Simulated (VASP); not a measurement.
# ZnBH6 (Fm-3m) in VASP: further runs, part 2 of 2

VASP 6.6.1. The steps go on from the part before.

## (3) Relaxation of cell and atoms, PBE

This run uses another cell than the first one, of 7.70 Å³/atom.

Contents of INCAR:

```
ALGO = Normal ; EDIFF = 1E-7
EDIFFG = -0.04 ; ENCUT = 600
GGA = PE ; IBRION = 2
ISIF = 3 ; ISMEAR = 0
LASPH = T ; LCHARG = F
LREAL = F ; LWAVE = F
NELM = 80 ; NSW = 90
PREC = Accurate ; SIGMA = 0.1
```

Contents of KPOINTS:

```
k-points
0
Gamma
  6 6 6
```

Contents of POSCAR:

```
ZnBH6
1.0
    0.0000000000      3.1346058218      3.1346058218
    3.1346058218      0.0000000000      3.1346058218
    3.1346058218      3.1346058218      0.0000000000
Zn B H
1 1 6
Direct
    0.0000000000      0.0000000000      0.0000000000
    0.5000000000      0.5000000000      0.5000000000
    0.7181154464      0.2818845536      0.2818845536
    0.2818845536      0.7181154464      0.7181154464
    0.2818845536      0.7181154464      0.2818845536
    0.7181154464      0.2818845536      0.7181154464
    0.2818845536      0.2818845536      0.7181154464
    0.7181154464      0.7181154464      0.2818845536
```

Potentials or basis: VASP PAW PBE potentials, release 64 (Zn, B, H).

The run is started by

```console
> cat potpaw_PBE.64/Zn/POTCAR potpaw_PBE.64/B/POTCAR potpaw_PBE.64/H/POTCAR > POTCAR
> mpirun -np 1 vasp_std > vasp.out
```

OUTCAR:

```text
EDIFF = 1E-7
   EDIFFG = -0.04
   ENCUT = 600
   GGA = PE
   IBRION = 2
   ISIF = 3
   ISMEAR = 0
   LASPH = T
   LREAL = F
   NELM = 80
   NSW = 90
   PREC = Accurate

 ion  position               nearest neighbor table
   1  0.000  0.000  0.000-   3 1.77   4 1.77   5 1.77   6 1.77   7 1.77   8 1.77
   2  0.500  0.500  0.500-   3 1.37   4 1.37   5 1.37   6 1.37   7 1.37   8 1.37
   3  0.718  0.282  0.282-   2 1.37   1 1.77
   4  0.282  0.718  0.718-   2 1.37   1 1.77
   5  0.282  0.718  0.282-   2 1.37   1 1.77
   6  0.718  0.282  0.718-   2 1.37   1 1.77
   7  0.282  0.282  0.718-   2 1.37   1 1.77
   8  0.718  0.718  0.282-   2 1.37   1 1.77

  LATTYP: Found a face centered cubic cell.
 ALAT       =     6.2692116436

  Lattice vectors:

 A1 = (   0.0000000000,   3.1346058218,   3.1346058218)
 A2 = (   3.1346058218,   0.0000000000,   3.1346058218)
 A3 = (   3.1346058218,   3.1346058218,   0.0000000000)

Analysis of symmetry for initial positions (statically):
=====================================================================
 Subroutine PRICEL returns:
 Original cell was already a primitive cell.

 Routine SETGRP: Setting up the symmetry group for a
 face centered cubic supercell.

 Subroutine GETGRP returns: Found 48 space group operations
 (whereof 48 operations were pure point group operations)
 out of a pool of 48 trial point group operations.

The static configuration has the point symmetry O_h .

Analysis of symmetry for dynamics (positions and initial velocities):
=====================================================================
 Subroutine PRICEL returns:
 Original cell was already a primitive cell.

 Routine SETGRP: Setting up the symmetry group for a
 face centered cubic supercell.

 Subroutine GETGRP returns: Found 48 space group operations
 (whereof 48 operations were pure point group operations)
 out of a pool of 48 trial point group operations.
[... 196 lines left out ...]

 Free energy of the ion-electron system (eV)
  ---------------------------------------------------
  ext. energy  EPLUGINS =         0.00000000
  ---------------------------------------------------
  free energy    TOTEN  =       -25.16612969 eV

  energy without entropy =      -25.16484568  energy(sigma->0) =      -25.16548768

 E-fermi :   0.1433     XC(G=0):  -8.7109

 val. band max:        0.0150553459   @ k =  -0.1667   0.1667   0.0000
 cond. band min:       0.2924791151   @ k =   0.5000   0.3333   0.1667
 fundamental gap:      0.2774237692
 Fermi energy:         0.1433137908

 k-point     1 :       0.0000    0.0000    0.0000
  band No.  band energies     occupation
      1     -11.3761      2.00000
      2      -7.3873      2.00000
      3      -7.3873      2.00000
      4      -6.9515      2.00000
      5      -6.9515      2.00000
      6      -6.9515      2.00000
      7      -4.7731      2.00000
      8      -4.7731      2.00000
      9      -4.7731      2.00000
     10      -0.8988      2.00000
     11       1.7460      0.00000
     12       1.7460      0.00000
     13       5.3188      0.00000
     14       5.3188      0.00000
[... 257 lines left out ...]
      2      -7.5585      2.00000
      3      -6.9689      2.00000
      4      -6.9424      2.00000
      5      -6.9091      2.00000
      6      -6.8595      2.00000
      7      -6.2864      2.00000
      8      -6.0066      2.00000
      9      -5.6105      2.00000
     10      -2.8579      2.00000
     11       0.4841      0.00000
     12       5.1843      0.00000
     13       5.6319      0.00000
     14       6.9022      0.00000
     15       6.9664      0.00000

------------------------ aborting loop because EDIFF is reached ----------------------------------------

  FORCE on cell =-STRESS in cart. coord.  units (eV):
  Direction    XX          YY          ZZ          XY          YZ          ZX
  --------------------------------------------------------------------------------------
  -------------------------------------------------------------------------------------
  Total        0.0762908      0.0762908      0.0762908      0.0000000      0.0000000     -0.0000000
  in kB        1.9847870      1.9847870      1.9847870      0.0000000      0.0000000     -0.0000000
  external PRESSURE =       1.9847870 kB  Pullay stress =       0.0000000 kB

 VOLUME and BASIS-vectors are now :
 -----------------------------------------------------------------------------
  energy-cutoff  :      600.00
  volume of cell :       61.58
      direct lattice vectors                 reciprocal lattice vectors
     0.000000000  3.134340904  3.134340904    -0.159523171  0.159523171  0.159523171
     3.134340904  0.000000000  3.134340904     0.159523171 -0.159523171  0.159523171
     3.134340904  3.134340904  0.000000000     0.159523171  0.159523171 -0.159523171

 POSITION                                       TOTAL-FORCE (eV/Angst)
 -----------------------------------------------------------------------------------
      3.13434      6.26868      3.13434         0.000000      0.000000     -0.000000
      3.13434      3.13434      3.13434         0.000000      0.000000      0.000000
      1.77167      3.13434      3.13434         0.032586      0.000000      0.000000
      4.49702      3.13434      3.13434        -0.032586      0.000000     -0.000000
      3.13434      1.77167      3.13434         0.000000      0.032586      0.000000
      3.13434      4.49702      3.13434         0.000000     -0.032586     -0.000000
      3.13434      3.13434      1.77167         0.000000      0.000000      0.032586
      3.13434      3.13434      4.49702         0.000000      0.000000     -0.032586
 -----------------------------------------------------------------------------------
    total drift:                                0.000000      0.000000      0.000000

  FREE ENERGIE OF THE ION-ELECTRON SYSTEM (eV)
  ---------------------------------------------------
  free  energy   TOTEN  =       -25.1661296884 eV

  energy  without entropy=      -25.1648456754  energy(sigma->0) =      -25.16548768

 reached required accuracy - stopping structural energy minimisation
```

CONTCAR:

```text
ZnBH6
   1.00000000000000
     0.0000000000000000    3.1343409036054202    3.1343409036054202
     3.1343409036054202    0.0000000000000000    3.1343409036054202
     3.1343409036054202    3.1343409036054202    0.0000000000000000
  Zn              B               H
     1     1     6
Direct
     1.0000000000000000    0.0000000000000000    1.0000000000000000
     0.5000000000000000    0.5000000000000000    0.5000000000000000
     0.7173783635841071    0.2826216364158929    0.2826216364158929
     0.2826216364158929    0.7173783635841071    0.7173783635841071
     0.2826216364158929    0.7173783635841071    0.2826216364158929
     0.7173783635841071    0.2826216364158929    0.7173783635841071
     0.2826216364158929    0.2826216364158929    0.7173783635841071
     0.7173783635841071    0.7173783635841071    0.2826216364158929

  0.00000000E+00  0.00000000E+00  0.00000000E+00
  0.00000000E+00  0.00000000E+00  0.00000000E+00
  0.00000000E+00  0.00000000E+00  0.00000000E+00
  0.00000000E+00  0.00000000E+00  0.00000000E+00
  0.00000000E+00  0.00000000E+00  0.00000000E+00
  0.00000000E+00  0.00000000E+00  0.00000000E+00
  0.00000000E+00  0.00000000E+00  0.00000000E+00
  0.00000000E+00  0.00000000E+00  0.00000000E+00
```

Run time: 55 s. Hardware: 1 thread of Intel Xeon 8259CL, shared host; peak memory 0.22 GiB.

Results:

```
Free energy                           : -25.1661 eV
Relaxed volume                        : 7.70 Å³/atom
Relaxed cell                          : a = 4.433 Å, b = 4.433 Å, c = 4.433 Å, α = 60.00°, β = 60.00°, γ = 60.00°
Space group after relaxing (to 0.1 Å) : Fm-3m (No. 225)
Energy gained by relaxing             : 0.2 meV/atom
Ionic steps                           : 2
Pressure after relaxing               : 0.2 GPa
Largest force after relaxing          : 0.033 eV/Å
Band gap on the k mesh                : zero (an odd number of electrons rules out a gap without spin polarisation)
```

Forces in eV/Å, atoms in the order of the input:
```
Zn   0.000  0.000  0.000
B    0.000  0.000  0.000
H    0.033  0.000  0.000
H   -0.033  0.000  0.000
H    0.000  0.033  0.000
H    0.000 -0.033  0.000
H    0.000  0.000  0.033
H    0.000  0.000 -0.033
```

The path:
```
step  energy change (eV)  largest force (eV/Å)  pressure (GPa)  volume (Å³)
   1              0.0000                0.0958           -0.04        61.60
   2             -0.0018                0.0326            0.20        61.58
```

Final structure:
```
Zn B H
1.0
     0.00000    3.13434    3.13434
     3.13434    0.00000    3.13434
     3.13434    3.13434    0.00000
Zn B H
1 1 6
Direct
  0.00000 0.00000 0.00000
  0.50000 0.50000 0.50000
  0.71738 0.28262 0.28262
  0.28262 0.71738 0.71738
  0.28262 0.71738 0.28262
  0.71738 0.28262 0.71738
  0.28262 0.28262 0.71738
  0.71738 0.71738 0.28262
```

## (4) Relaxation of cell and atoms, PBE

This run uses another cell than the first one, of 7.71 Å³/atom.

Contents of INCAR:

```
PREC = Accurate
ENCUT = 600
EDIFF = 1E-7
ISMEAR = 0
SIGMA = 0.1
LREAL = False
LASPH = True
NELM = 80
ALGO = Normal
ISIF = 3
LWAVE = False
LCHARG = False
GGA = PE
IBRION = 2
NSW = 100
EDIFFG = -0.01
```

Contents of KPOINTS:

```
Automatic mesh
0
Gamma
  10 10 10
```

Contents of POSCAR:

```
ZnBH6
1.0
    0.0000000000      3.1354272081      3.1354272081
    3.1354272081      0.0000000000      3.1354272081
    3.1354272081      3.1354272081      0.0000000000
Zn B H
1 1 6
Direct
    0.0000000000      0.0000000000      0.0000000000
    0.5000000000      0.5000000000      0.5000000000
    0.7175666136      0.2824333864      0.2824333864
    0.2824333864      0.7175666136      0.7175666136
    0.2824333864      0.7175666136      0.2824333864
    0.7175666136      0.2824333864      0.7175666136
    0.2824333864      0.2824333864      0.7175666136
    0.7175666136      0.7175666136      0.2824333864
```

Potentials or basis: VASP PAW PBE potentials, release 64 (Zn, B, H).

The run is started by

```console
> cat potpaw_PBE.64/Zn/POTCAR potpaw_PBE.64/B/POTCAR potpaw_PBE.64/H/POTCAR > POTCAR
> mpirun -np 1 vasp_std > vasp.out
```

OUTCAR:

```text
PREC = Accurate
   ENCUT = 600
   EDIFF = 1E-7
   ISMEAR = 0
   LREAL = False
   LASPH = True
   NELM = 80
   ISIF = 3
   GGA = PE
   IBRION = 2
   NSW = 100
   EDIFFG = -0.01

 ion  position               nearest neighbor table
   1  0.000  0.000  0.000-   3 1.77   4 1.77   5 1.77   6 1.77   7 1.77   8 1.77
   2  0.500  0.500  0.500-   3 1.36   4 1.36   5 1.36   6 1.36   7 1.36   8 1.36
   3  0.718  0.282  0.282-   2 1.36   1 1.77
   4  0.282  0.718  0.718-   2 1.36   1 1.77
   5  0.282  0.718  0.282-   2 1.36   1 1.77
   6  0.718  0.282  0.718-   2 1.36   1 1.77
   7  0.282  0.282  0.718-   2 1.36   1 1.77
[... 698 lines left out ...]
  in kB       -0.0383967     -0.0383967     -0.0383967      0.0000000      0.0000000     -0.0000000
  external PRESSURE =      -0.0383967 kB  Pullay stress =       0.0000000 kB

 VOLUME and BASIS-vectors are now :
 -----------------------------------------------------------------------------
  energy-cutoff  :      600.00
  volume of cell :       61.61
      direct lattice vectors                 reciprocal lattice vectors
     0.000000000  3.134806861  3.134806861    -0.159499459  0.159499459  0.159499459
     3.134806861  0.000000000  3.134806861     0.159499459 -0.159499459  0.159499459
     3.134806861  3.134806861 -0.000000000     0.159499459  0.159499459 -0.159499459

 POSITION                                       TOTAL-FORCE (eV/Angst)
 -----------------------------------------------------------------------------------
      3.13481      0.00000      3.13481        -0.000000      0.000000     -0.000000
      3.13481      3.13481      3.13481         0.000000      0.000000     -0.000000
      1.77148      3.13481      3.13481         0.003303      0.000000     -0.000000
      4.49813      3.13481      3.13481        -0.003303      0.000000      0.000000
      3.13481      1.77148      3.13481         0.000000      0.003303     -0.000000
      3.13481      4.49813      3.13481         0.000000     -0.003303      0.000000
      3.13481      3.13481      1.77148         0.000000      0.000000      0.003303
      3.13481      3.13481      4.49813         0.000000      0.000000     -0.003303
 -----------------------------------------------------------------------------------
    total drift:                               -0.000000     -0.000000      0.000000

  FREE ENERGIE OF THE ION-ELECTRON SYSTEM (eV)
  ---------------------------------------------------
  free  energy   TOTEN  =       -25.1558354858 eV

  energy  without entropy=      -25.1522355574  energy(sigma->0) =      -25.15403552

 reached required accuracy - stopping structural energy minimisation
```

OSZICAR:

```text
N       E                     dE             d eps       ncg     rms          rms(c)
DAV:   1     0.881442605903E+02    0.88144E+02   -0.10770E+04  1410   0.160E+03
DAV:   2    -0.206433521076E+02   -0.10879E+03   -0.10570E+03  1606   0.290E+02
DAV:   3    -0.273666832814E+02   -0.67233E+01   -0.65890E+01  1760   0.756E+01
DAV:   4    -0.274256416551E+02   -0.58958E-01   -0.58941E-01  1711   0.727E+00
[... 14 lines left out ...]
DAV:   1    -0.251558888150E+02   -0.10524E-03   -0.16872E-03  1620   0.811E-01    0.590E-02
DAV:   2    -0.251558398446E+02    0.48970E-04   -0.33064E-04  1648   0.560E-01    0.179E-02
DAV:   3    -0.251558371327E+02    0.27119E-05   -0.28262E-05  1767   0.751E-02    0.102E-02
DAV:   4    -0.251558355822E+02    0.15505E-05   -0.17763E-06  1844   0.166E-02    0.184E-03
DAV:   5    -0.251558354858E+02    0.96404E-07   -0.11234E-07   803   0.868E-03
   2 F= -.25155835E+02 E0= -.25154036E+02  d E =-.518881E-04
```

Wall time 2 min (1 thread of Intel Xeon 8259CL, shared host); peak memory 0.24 GiB.

What came out:

* Free energy: -25.1558 eV
* Relaxed volume: 7.70 Å³/atom
* Relaxed cell: a = 4.433 Å, b = 4.433 Å, c = 4.433 Å, α = 60.00°, β = 60.00°, γ = 60.00°
* Space group after relaxing (to 0.1 Å): Fm-3m (No. 225)
* Energy gained by relaxing: 0.0 meV/atom
* Ionic steps: 2
* Pressure after relaxing: 0.0 GPa
* Largest force after relaxing: 0.003 eV/Å
* Band gap on the k mesh: zero (an odd number of electrons rules out a gap without spin polarisation)

Forces on the atoms (eV/Å):
```
Zn   0.000  0.000  0.000
B    0.000  0.000  0.000
H    0.003  0.000  0.000
H   -0.003  0.000  0.000
H    0.000  0.003  0.000
H    0.000 -0.003  0.000
H    0.000  0.000  0.003
H    0.000  0.000 -0.003
```

Final structure:
```yaml
crystal:
  lattice:
    - [0.00000, 3.13481, 3.13481]
    - [3.13481, 0.00000, 3.13481]
    - [3.13481, 3.13481, 0.00000]
  atoms:
    - { symbol: Zn, position: [0.00000, 0.00000, 0.00000] }
    - { symbol: B, position: [0.50000, 0.50000, 0.50000] }
    - { symbol: H, position: [0.71745, 0.28255, 0.28255] }
    - { symbol: H, position: [0.28255, 0.71745, 0.71745] }
    - { symbol: H, position: [0.28255, 0.71745, 0.28255] }
    - { symbol: H, position: [0.71745, 0.28255, 0.71745] }
    - { symbol: H, position: [0.28255, 0.28255, 0.71745] }
    - { symbol: H, position: [0.71745, 0.71745, 0.28255] }
```

Levels at points of the mesh, in eV from the Fermi level:
| k point | band 6 | band 7 | band 8 | band 9 | band 10 | band 11 | band 12 | band 13 | band 14 | band 15 |
| --- | --- | --- | --- | --- | --- | --- | --- | --- | --- | --- |
| (0.00, 0.00, 0.00) | -7.04 | -4.85 | -4.85 | -4.85 | -0.99 | 1.67 | 1.67 | 5.23 | 5.23 | 5.23 |
| (0.50, 0.00, 0.00) | -7.02 | -6.96 | -3.76 | -3.76 | -1.32 | -1.32 | 1.85 | 2.51 | 8.16 | 9.98 |
| (0.50, 0.50, 0.00) | -6.92 | -6.29 | -5.49 | -5.49 | -4.87 | 2.16 | 4.94 | 5.80 | 5.92 | 5.92 |

## (5) The runs side by side

```tsv
task	cell	k mesh	cutoff (eV)	gap on the mesh (eV)	pressure (GPa)	relaxed volume (Å³/atom)	largest force (eV/Å)
single point	a = 4.430 Å, angles 60.0°, 8 atoms, atomic positions A	10 × 10 × 10	520	none	0.0	-	0.01
relaxation of cell and atoms	relaxed from a = 4.433 Å, angles 60.0°, 8 atoms, atomic positions B	6 × 6 × 6	600	none	0.2	7.70	0.03
relaxation of cell and atoms	relaxed from a = 4.434 Å, angles 60.0°, 8 atoms, atomic positions C	10 × 10 × 10	600	none	0.0	7.70	-
```

Alike in all rows: level PBE; potentials or basis VASP PAW PBE potentials, release 64 (Zn, B, H); no spin polarisation; smearing gaussian 0.1 eV.

Total energies depend on the potentials used, so only differences within one code and one set of settings carry meaning.

The gap in the log of VASP goes by the Fermi energy; the results here count the filled bands.